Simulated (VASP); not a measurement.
LiF (Griceite), 2 atoms in the cell. It takes space group Fm-3m (No. 225, cubic). Conventional cell: a = 4.028 Å, b = 4.028 Å, c = 4.028 Å, α = 90.00°, β = 90.00°, γ = 90.00°. F (site symmetry m-3m) has 6 Li at 2.01 Å within 2.7 Å. Within 2.7 Å of Li (site symmetry m-3m) lie 6 F at 2.01 Å. 

```yaml
Program: VASP 6.6.1
Task: single point
Functional: r2SCAN
Potentials_or_basis: VASP PAW PBE potentials, release 64 (F, Li_sv)
Cutoff: 520 eV
k_mesh: 11 × 11 × 11
Occupations: gaussian, width 0.02 eV
Spin: collinear spin, ferromagnetic start
Starting_moments: "[0.5, 0.0] μB"
Dipole_correction: no
Further_INCAR_settings: ALGO = Normal; EDIFF = 1e-06; NBANDS = 16
```

Potentials or basis: VASP PAW PBE potentials, release 64 (F, Li_sv).

Launch:

```sh
$ cat potpaw_PBE.64/F/POTCAR potpaw_PBE.64/Li_sv/POTCAR > POTCAR
$ cp INCAR.step1 INCAR
$ mpirun -np 1 vasp_std > vasp.out
$ cp INCAR.step2 INCAR
$ mpirun -np 1 vasp_std > vasp.out
```

Hardware: 1 thread of Intel(R) Xeon(R) Platinum 8375C CPU @ 2.90GHz (Ice Lake) (shared host).

Problem. Estimate the wall time of this run.

Solution. It took 57 s on 1 thread of Intel(R) Xeon(R) Platinum 8375C CPU @ 2.90GHz (Ice Lake), with other jobs on the host, peak memory 0.15 GiB. Counts: k points 56.
